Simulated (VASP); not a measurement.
# Cu3N (Pm-3m) in VASP: a series of runs, part 2 of 2

VASP 6.6.1. The steps go on from the part before.

### Step 3. Relaxation of the atoms, r2SCAN

This run uses another cell than the first one, of 14.10 Å³/atom.

The input, POSCAR:

```
Cu3N
1.0
    3.8352857900      0.0000000000      0.0000000000
    0.0000000000      3.8352857900      0.0000000000
    0.0000000000      0.0000000000      3.8352857900
Cu N
3 1
Direct
    0.5000000000      0.0000000000      0.0000000000
    0.0000000000      0.5000000000      0.0000000000
    0.0000000000      0.0000000000      0.5000000000
    0.0000000000      0.0000000000      0.0000000000
```

The input, INCAR.step1:

```
PREC = Accurate
ENCUT = 580
ISMEAR = -1
SIGMA = 0.1
LREAL = F
LASPH = T
NELM = 120
GGA = PE
ALGO = Normal
EDIFF = 1E-5
LWAVE = T
LCHARG = F
GGA_COMPAT = F
IBRION = 2
EDIFFG = -0.01
NELMIN = 4
NSW = 100
```

The input, INCAR.step2:

```
PREC = Accurate
ENCUT = 580
EDIFF = 1E-7
ISMEAR = -1
SIGMA = 0.1
LREAL = F
LASPH = T
NELM = 120
ALGO = Normal
ISIF = 2
LWAVE = F
LCHARG = F
METAGGA = R2SCAN
LMIXTAU = T
IBRION = 2
NSW = 50
EDIFFG = -0.01
ISTART = 1
GGA_COMPAT = F
NELMIN = 4
```

The input, KPOINTS:

```
regular mesh
0
Gamma
  9 9 9
```

Potentials or basis: VASP PAW PBE potentials, release 64 (Cu, N).

Launch:

```console
$ cat potpaw_PBE.64/Cu/POTCAR potpaw_PBE.64/N/POTCAR > POTCAR
$ cp INCAR.step1 INCAR
$ mpirun -np 1 vasp_std > vasp.out
$ cp INCAR.step2 INCAR
$ mpirun -np 1 vasp_std > vasp.out
```

OUTCAR:

```text
PREC = Accurate
   ENCUT = 580
   EDIFF = 1E-7
   ISMEAR = -1
   LREAL = F
   LASPH = T
   NELM = 120
   ISIF = 2
   METAGGA = R2SCAN
   IBRION = 2
   NSW = 50
   EDIFFG = -0.01
   ISTART = 1
   NELMIN = 4

 ion  position               nearest neighbor table
   1  0.500  0.000  0.000-   4 1.92   4 1.92   2 2.71   3 2.71   2 2.71   2 2.71   3 2.71   3 2.71
                             3 2.71   2 2.71
   2  0.000  0.500  0.000-   4 1.92   4 1.92   1 2.71   3 2.71   1 2.71   3 2.71   3 2.71   3 2.71
                             1 2.71   1 2.71
   3  0.000  0.000  0.500-   4 1.92   4 1.92   1 2.71   1 2.71   2 2.71   2 2.71   2 2.71   2 2.71
                             1 2.71   1 2.71
   4  0.000  0.000  0.000-   1 1.92   2 1.92   3 1.92   3 1.92   2 1.92   1 1.92

  LATTYP: Found a simple cubic cell.
 ALAT       =     3.8352857900

  Lattice vectors:

 A1 = (   3.8352857900,   0.0000000000,   0.0000000000)
 A2 = (   0.0000000000,   3.8352857900,   0.0000000000)
 A3 = (   0.0000000000,   0.0000000000,   3.8352857900)

Analysis of symmetry for initial positions (statically):
=====================================================================
 Subroutine PRICEL returns:
 Original cell was already a primitive cell.

 Routine SETGRP: Setting up the symmetry group for a
 simple cubic supercell.

 Subroutine GETGRP returns: Found 48 space group operations
 (whereof 48 operations were pure point group operations)
 out of a pool of 48 trial point group operations.

The static configuration has the point symmetry O_h .

Analysis of symmetry for dynamics (positions and initial velocities):
=====================================================================
 Subroutine PRICEL returns:
 Original cell was already a primitive cell.

 Routine SETGRP: Setting up the symmetry group for a
 simple cubic supercell.

 Subroutine GETGRP returns: Found 48 space group operations
 (whereof 48 operations were pure point group operations)
 out of a pool of 48 trial point group operations.

The dynamic configuration has the point symmetry O_h .

 Subroutine INISYM returns: Found 48 space group operations
 (whereof 48 operations are pure point group operations),
 and found     1 'primitive' translations

----------------------------------------------------------------------------------------

                                     Primitive cell

  volume of cell :      56.4148

  direct lattice vectors                    reciprocal lattice vectors
     3.835285790  0.000000000  0.000000000     0.260736762  0.000000000  0.000000000
     0.000000000  3.835285790  0.000000000     0.000000000  0.260736762  0.000000000
     0.000000000  0.000000000  3.835285790     0.000000000  0.000000000  0.260736762

  length of vectors
     3.835285790  3.835285790  3.835285790     0.260736762  0.260736762  0.260736762

  position of ions in fractional coordinates (direct lattice)
     0.500000000  0.000000000  0.000000000
     0.000000000  0.500000000  0.000000000
     0.000000000  0.000000000  0.500000000
     0.000000000  0.000000000  0.000000000

  ion indices of the primitive-cell ions
   primitive index   ion index
                 1           1
                 2           2
                 3           3
                 4           4

----------------------------------------------------------------------------------------

 KPOINTS: regular mesh

Automatic generation of k-mesh.
 Grid dimensions read from file:
 generate k-points for:    9    9    9

 Generating k-lattice:

  Cartesian coordinates                     Fractional coordinates (reciprocal lattice)
     0.028970751  0.000000000  0.000000000     0.111111111  0.000000000  0.000000000
     0.000000000  0.028970751  0.000000000     0.000000000  0.111111111  0.000000000
     0.000000000  0.000000000  0.028970751     0.000000000  0.000000000  0.111111111

  Length of vectors
     0.028970751  0.028970751  0.028970751

  Shift w.r.t. Gamma in fractional coordinates (k-lattice)
     0.000000000  0.000000000  0.000000000

 Subroutine IBZKPT returns following result:
 ===========================================

 Found     35 irreducible k-points:

 Following reciprocal coordinates:
            Coordinates               Weight
  0.000000  0.000000  0.000000      1.000000
  0.111111  0.000000  0.000000      6.000000
  0.222222  0.000000  0.000000      6.000000
  0.333333  0.000000  0.000000      6.000000
  0.444444  0.000000  0.000000      6.000000
  0.111111  0.111111  0.000000     12.000000
[... 16 lines left out ...]
  0.333333  0.333333  0.111111     24.000000
  0.444444  0.333333  0.111111     48.000000
 [... further k-points ...]
   k-points           NKPTS =     35   k-points in BZ     NKDIM =     35   number of bands    NBANDS=     23
   number of dos      NEDOS =    301   number of ions     NIONS =      4
   total plane-waves  NPLWV =  27000
   dimension x,y,z NGX =    30 NGY =   30 NGZ =   30
   dimension x,y,z NGXF=    60 NGYF=   60 NGZF=   60
   ions per type =               3   1
   NGX,Y,Z   is equivalent  to a cutoff of  13.00, 13.00, 13.00 a.u.
   NGXF,Y,Z  is equivalent  to a cutoff of  26.01, 26.01, 26.01 a.u.
 SYSTEM =  unknown system
   PREC   = accura    normal or accurate (medium, high low for compatibility)
   ISTART =      1    job   : 0-new  1-cont  2-samecut
   ICHARG =      0    charge: 1-file 2-atom 10-const
   ISPIN  =      1    spin polarized calculation?
   LNONCOLLINEAR =      F non collinear calculations
   LSORBIT =      F    spin-orbit coupling
   LASPH  =      T    aspherical Exc in radial PAW
   ENCUT  =  580.0 eV  42.63 Ry    6.53 a.u.   7.53  7.53  7.53*2*pi/ulx,y,z
   NELM   =    120;   NELMIN=  4; NELMDL=  0     # of ELM steps
   EDIFF  = 0.1E-06   stopping-criterion for ELM
   LREAL  =      F    real-space projection
   EDIFFG = -.1E-01   stopping-criterion for IOM
   NSW    =     50    number of steps for IOM
   IBRION =      2    ionic relax: 0-MD 1-quasi-New 2-CG
   NFREE  =      1    steps in history (QN), initial steepest desc. (CG)
   ISIF   =      2    stress and relaxation
   ISYM   =      2    0-nonsym 1-usesym 2-fastsym
   POTIM  = 0.5000    time-step for ionic-motion
   TEBEG  =    0.0;   TEEND  =   0.0 temperature during run
   PSTRESS=    0.0 pullay stress
   NELECT =      38.0000    total number of electrons
   NUPDOWN=      -1.0000    fix difference up-down
   EMIN   =  10.00;   EMAX   =-10.00  energy-range for DOS
   EFERMI =   0.00;   METHOD = LEGACY
   ISMEAR =    -1;   SIGMA  =   0.10  broadening in eV -4-tet -1-fermi 0-gaus
   EFERMI_NEDOS =   21; number of points for ismear=-14 and -15
   IALGO  =     38    algorithm
   IMIX   =      4    mixing-type and parameters
     AMIX     =   0.40;   BMIX     =  1.00
     AMIX_MAG =   1.60;   BMIX_MAG =  1.00
  volume/ion in A,a.u.               =      14.10        95.18
  Fermi-wavevector in a.u.,A,eV,Ry     =   1.435065  2.711880 28.020003  2.059412
  Thomas-Fermi vector in A             =   2.554405
   LORBIT       =      0    0 simple, 1 ext, 2 COOP (PROOUT), +10 PAW based schemes
   METAGGA = R2SCAN    functional components
   LHFCALC =     F    Hartree Fock is set to
   AEXX    =    0.0000 exact exchange contribution
   IVDW    =     0    specifies the selected vdW correction
   LEPSILON=     F    determine dielectric tensor
   LRPA    =     F    only Hartree local field effects (RPA)
 conjugate gradient relaxation of ions
 non-spin polarized calculation
  energy-cutoff  :      580.00
  volume of cell :       56.41
 maximum number of plane-waves:      1812
 NGX is ok and might be reduce to    30
   NGX = 15   NGY = 15   NGZ = 15

 number of electron      37.9999916 magnetization

 Free energy of the ion-electron system (eV)
  ---------------------------------------------------
  ext. energy  EPLUGINS =         0.00000000
  ---------------------------------------------------
  free energy    TOTEN  =       -40.69881488 eV

  energy without entropy =      -40.69722892  energy(sigma->0) =      -40.69802190

 E-fermi :   4.9131     XC(G=0): -11.3363

 val. band max:        4.4344016609   @ k =   0.4444   0.4444   0.4444
 cond. band min:       5.3137680275   @ k =   0.4444   0.4444   0.0000
 fundamental gap:      0.8793663667
 Fermi energy:         4.9131168653

 k-point     1 :       0.0000    0.0000    0.0000
  band No.  band energies     occupation
      1     -12.9725      2.00000
      2      -0.5828      2.00000
      3      -0.2124      2.00000
      4      -0.2124      2.00000
      5      -0.2124      2.00000
      6       0.7316      2.00000
[... 613 lines left out ...]
     22       9.1662      0.00000
     23      10.2277      0.00000

 [... further k-points ...]
[... 5 lines left out ...]
  --------------------------------------------------------------------------------------
  -------------------------------------------------------------------------------------
  Total       -1.3446536     -1.3446536     -1.3446536      0.0000000     -0.0000000      0.0000000
  in kB      -38.1880792    -38.1880792    -38.1880792      0.0000000     -0.0000000      0.0000000
  external PRESSURE =     -38.1880792 kB  Pullay stress =       0.0000000 kB

 VOLUME and BASIS-vectors are now :
 -----------------------------------------------------------------------------
  energy-cutoff  :      580.00
  volume of cell :       56.41
      direct lattice vectors                 reciprocal lattice vectors
     3.835285790  0.000000000  0.000000000     0.260736762  0.000000000  0.000000000
     0.000000000  3.835285790  0.000000000     0.000000000  0.260736762  0.000000000
     0.000000000  0.000000000  3.835285790     0.000000000  0.000000000  0.260736762

 POSITION                                       TOTAL-FORCE (eV/Angst)
 -----------------------------------------------------------------------------------
      1.91764      0.00000      0.00000         0.000000      0.000000      0.000000
      0.00000      1.91764      0.00000         0.000000      0.000000      0.000000
      0.00000      0.00000      1.91764         0.000000      0.000000      0.000000
      0.00000      0.00000      0.00000         0.000000      0.000000      0.000000
 -----------------------------------------------------------------------------------
    total drift:                                0.000000      0.000000      0.000000

  FREE ENERGIE OF THE ION-ELECTRON SYSTEM (eV)
  ---------------------------------------------------
  free  energy   TOTEN  =       -40.6988148821 eV

  energy  without entropy=      -40.6972289159  energy(sigma->0) =      -40.69802190

 reached required accuracy - stopping structural energy minimisation
```

It took 2.4 min on 1 thread of Intel Xeon 6975P-C (Granite Rapids), shared host; peak memory 0.19 GiB.

Results:

```
Free energy             : -40.6988 eV
Pressure after relaxing : -3.8 GPa
Band gap on the k mesh  : 0.88 eV (least direct gap 1.33 eV)
```

Final structure:
```
Cu N
1.0
     3.83529    0.00000    0.00000
     0.00000    3.83529    0.00000
     0.00000    0.00000    3.83529
Cu N
3 1
Direct
  0.50000 0.00000 0.00000
  0.00000 0.50000 0.00000
  0.00000 0.00000 0.50000
  0.00000 0.00000 0.00000
```

Levels at points of the mesh, in eV from the valence-band top:
```
           k point  band 17  band 18  band 19  band 20  band 21  band 22
(0.00, 0.00, 0.00)    -1.73    -1.73    -1.67     1.25     5.74     5.74
```

Caveat: the relaxation stopped at its first step, so nothing moved; the PAW data sets were made with another functional, which shifts forces and pressure a little; an odd mesh through Γ misses points on the zone boundary, where band edges can lie.

The gap in the log of VASP goes by the Fermi energy; the results here count the filled bands.